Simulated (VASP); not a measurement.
Wanted: the native input for a VASP 6.6.1 run.

* Task: density of states
* Functional: PBE
* Potentials or basis: VASP PAW PBE potentials, release 64 (Eu)
* Cutoff: 520 eV
* k mesh: 11 × 11 × 11
* Occupations: fermi-dirac, width 0.1 eV
* Spin: collinear spin, ferromagnetic start
* Starting moments: [7.0] μB
* Dipole correction: no
* k mesh for the DOS: 17 × 17 × 17
* Occupations for the DOS: tetrahedron
* Further INCAR settings: ALGO = Normal; EDIFF = 1e-07; NBANDS = 18

Crystal: Eu.

```
CELL_PARAMETERS angstrom
2.58225 0.00000 0.00000
0.00000 2.58225 0.00000
0.00000 0.00000 2.58225
ATOMIC_POSITIONS crystal
Eu 0.00000 0.00000 0.00000
```

This cell differs from its parent crystal: volume scaled by 0.4.

The input as run:

POSCAR

```
Eu
1.0
    2.5822522317      0.0000000000      0.0000000000
    0.0000000000      2.5822522317      0.0000000000
    0.0000000000      0.0000000000      2.5822522317
Eu
1
Direct
    0.0000000000      0.0000000000      0.0000000000
```

INCAR.step1

```
PREC = Accurate
ENCUT = 520
EDIFF = 1E-7
ISMEAR = -1
SIGMA = 0.1
LREAL = F
LASPH = T
NELM = 150
ALGO = Normal
ISIF = 2
LWAVE = F
LCHARG = T
ISPIN = 2
MAGMOM = 7
LMAXMIX = 6
GGA = PE
NBANDS = 18
```

KPOINTS.step1

```
regular mesh
0
Gamma
  11 11 11
```

INCAR.step2

```
PREC = Accurate
ENCUT = 520
EDIFF = 1E-7
ISMEAR = -5
SIGMA = 0.1
LREAL = F
LASPH = T
NELM = 150
ALGO = Normal
ISIF = 2
LWAVE = F
LCHARG = F
ISPIN = 2
MAGMOM = 7
LORBIT = 10
LMAXMIX = 6
GGA = PE
NBANDS = 18
NEDOS = 1001
ICHARG = 11
```

KPOINTS.step2

```
regular mesh
0
Gamma
  17 17 17
```

Potentials or basis: VASP PAW PBE potentials, release 64 (Eu).

Command:

```bash
$ cat potpaw_PBE.64/Eu/POTCAR > POTCAR
$ cp INCAR.step1 INCAR
$ cp KPOINTS.step1 KPOINTS
$ mpirun -np 1 vasp_std > vasp.out
$ cp INCAR.step2 INCAR
$ cp KPOINTS.step2 KPOINTS
$ mpirun -np 1 vasp_std > vasp.out
```

Results of the run:

```
Net moment                                            : 6.72 μB per cell
Site moments                                          : Eu +6.55 μB
Valence electrons inside the program's atomic spheres : Eu 15.61
```

Caveat: spin-orbit coupling is left out, which moves the levels of the heavy elements.

It took 63 s on 1 thread of Intel(R) Xeon(R) 6975P-C (Granite Rapids), on a shared host, peak memory 0.2 GiB.
